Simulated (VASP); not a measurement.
Input of a VASP 6.6.1 run:

INCAR

```
SYSTEM = Cd2TeO3
ALGO = Normal
EDIFF = 1E-7
EDIFFG = -0.01
ENCUT = 600
GGA = PE
IBRION = 2
ISIF = 3
ISMEAR = 0
LASPH = .TRUE.
LCHARG = .FALSE.
LREAL = .FALSE.
LWAVE = .FALSE.
NELM = 100
NSW = 100
PREC = Accurate
SIGMA = 0.1
```

File KPOINTS:

```
k-points
0
G
  6 6 12
  0 0 0
```

Contents of POSCAR:

```
Cd2TeO3
1.0
    5.7634151442      0.0000000000      0.0000000000
   -2.8817075721      4.9912639274      0.0000000000
    0.0000000000      0.0000000000      3.1805357962
Cd Te O
2 1 3
Direct
    0.3333333333      0.6666666667      0.5000000000
    0.6666666667      0.3333333333      0.5000000000
    0.0000000000      0.0000000000      0.0000000000
    0.5000000000      0.0000000000      0.0000000000
    0.0000000000      0.5000000000      0.0000000000
    0.5000000000      0.5000000000      0.0000000000
```

Potentials or basis: VASP PAW PBE potentials, release 64 (Cd, Te, O).

The run is started by

```console
$ cat potpaw_PBE.64/Cd/POTCAR potpaw_PBE.64/Te/POTCAR potpaw_PBE.64/O/POTCAR > POTCAR
$ mpirun -np 1 vasp_std > vasp.out
```

(1) Estimate the relaxed cell.

(2) What does it give for the band gap on the k mesh?

Answers

(1) a = 5.761 Å, b = 5.761 Å, c = 3.206 Å, α = 90.00°, β = 90.00°, γ = 120.00°.

(2) zero (band 24 reaches 4.85 eV, above the bottom of band 25 at 3.05 eV).

Caveat: spin-orbit coupling is left out, which moves the levels of the heavy elements.
